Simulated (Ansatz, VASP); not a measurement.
**SnO2: VASP beside Ansatz**

INCAR

```
SYSTEM = SnO2
PREC = Accurate
ENCUT = 520
EDIFF = 1E-6
ISMEAR = -1
SIGMA = 0.05
LREAL = .FALSE.
LASPH = .TRUE.
NELM = 100
ALGO = Normal
ISIF = 2
LWAVE = .FALSE.
LCHARG = .FALSE.
GGA = B5
ALDAX = 1.0
AGGAX = 1.0
AGGAC = 1.0
ALDAC = 0.0
IVDW = 12
VDW_S6 = 1.0
VDW_S8 = 2.6996
VDW_A1 = 0.4298
VDW_A2 = 4.2359
NBANDS = 35
```

KPOINTS

```
regular mesh
0
G
  6 6 8
  0 0 0
```

POSCAR

```
SnO2
1.0
    4.8309255526      0.0000000000      0.0000000000
    0.0000000000      4.8309255526      0.0000000000
    0.0000000000      0.0000000000      3.2489962586
Sn O
2 4
Direct
    0.5000000000      0.5000000000      0.5000000000
    0.0000000000      0.0000000000      0.0000000000
    0.8071000000      0.1929000000      0.5000000000
    0.6929000000      0.6929000000      0.0000000000
    0.1929000000      0.8071000000      0.5000000000
    0.3071000000      0.3071000000      0.0000000000
```

The input input.yaml:

```yaml
crystal:
  lattice:
    - [4.8309255526, 0.0, 0.0]
    - [0.0, 4.8309255526, 0.0]
    - [0.0, 0.0, 3.2489962586]
  atoms:
    - { symbol: Sn, position: [0.5, 0.5, 0.5] }
    - { symbol: Sn, position: [0.0, 0.0, 0.0] }
    - { symbol: O, position: [0.8071, 0.1929, 0.5] }
    - { symbol: O, position: [0.6929, 0.6929, 0.0] }
    - { symbol: O, position: [0.1929, 0.8071, 0.5] }
    - { symbol: O, position: [0.3071, 0.3071, 0.0] }
hamiltonian:
  xc: blyp
  pseudopotentials: { kind: paw }
  dispersion: d3bj
kpoints:
  mp_grid: { grid: [6, 6, 8] }
scf:
  occupations: { method: fermi_dirac, width: 0.05 }
output:
  forces: true
  stress: true
  eigenvalues: true
```

Alike in both runs: task single point; functional BLYP; dispersion D3(BJ); k mesh 6 × 6 × 8; occupations fermi-dirac, width 0.05 eV; no spin polarisation.

|  | VASP | Ansatz |
| --- | --- | --- |
| version | VASP 6.6.1 | Ansatz 0.2.0 |
| potentials or method | VASP PAW PBE potentials, release 64 (Sn_d, O) | Ansatz PAW |
| plane-wave cutoff (eV) | 520 | 420 |
| valence electrons in the cell | 52 | 52 |

VASP gave:

| Item | Value |
| --- | --- |
| gap on the k mesh at the Fermi level (eV) | 0.69 |
| least direct gap on the mesh (eV) | 0.69 |
| pressure (GPa) | -0.9 |
| traceless stress, the component that is largest in VASP (GPa) | 0.81 |
| rms of the force components (eV/Å) | 0.074 |

What did Ansatz give for the same quantities?

gap on the k mesh at the Fermi level (eV): 0.66; least direct gap on the mesh (eV): 0.66; pressure (GPa): -1.9; traceless stress, the component that is largest in VASP (GPa): 0.50; rms of the force components (eV/Å): 0.063.

VASP's potentials were made for PBE, not for BLYP. Atom by atom the forces differ by 0.011 eV/Å (rms over components).

Noted on Ansatz's run: Pulay correction over one GPa.
